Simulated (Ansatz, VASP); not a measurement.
## Hg in VASP and in Ansatz

```
CELL_PARAMETERS angstrom
1.87786 1.08418 2.15473
-1.87786 1.08418 2.15473
0.00000 -2.16837 2.15473
ATOMIC_POSITIONS crystal
Hg 0.00000 0.00000 0.00000
```

Alike in both runs: functional r2SCAN; k mesh 11 × 11 × 11; occupations fermi-dirac, width 0.1 eV; no spin polarisation.

Ansatz relaxed the structure, and its values are those at the end. VASP's run is a single point on that final structure, the one shown.

```csv
,VASP,Ansatz
version,VASP 6.6.1,Ansatz 0.2.0
potentials or method,"VASP PAW PBE potentials, release 64 (Hg), cutoff 520 eV","plane waves (500 eV) with PAW, scalar-relativistic"
valence electrons in the cell,12,20
```

```csv
,VASP,Ansatz,Ansatz less VASP
pressure (GPa),0.4,0.0,-0.35
```

VASP's potentials were made for PBE, not for r2SCAN. The functional is the same, so the differences come from potentials, cutoffs and numerics. VASP's potentials hold 12 valence electrons a cell and Ansatz's 20, so a difference there can come from the potentials and not from the codes.

Neither program's run includes spin-orbit coupling.
